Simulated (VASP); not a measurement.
A run of VASP 6.6.1:

INCAR

```
  PREC = Accurate
  ENCUT = 520
  EDIFF = 1E-6
  ISMEAR = -1
  SIGMA = 0.1
  LREAL = False
  LASPH = True
  NELM = 100
  ALGO = Normal
  ISIF = 2
  LWAVE = False
  LCHARG = False
  NBANDS = 8
```

File KPOINTS:

```
regular mesh
0
Gamma
  16 16 16
```

File POSCAR:

```
P
1.0
   -1.4406955231      1.4406955231      1.4406955231
    1.4406955231     -1.4406955231      1.4406955231
    1.4406955231      1.4406955231     -1.4406955231
P
1
Direct
    0.0000000000      0.0000000000      0.0000000000
```

Potentials or basis: VASP PAW LDA potentials, release 64 (P).

The run is started by

```bash
$ cat potpaw_LDA.64/P/POTCAR > POTCAR
$ mpirun -np 1 vasp_std > vasp.out
```

Hardware: 1 thread of AMD EPYC 9R45 96-Core Processor (Zen 5), on a shared host.

Question: How long does it take, and how much memory?

Answer: Wall time 5 s on 1 thread of AMD EPYC 9R45 96-Core Processor (Zen 5), on a shared host, peak memory 0.09 GiB. Counts: scf iterations 9, k points 145.
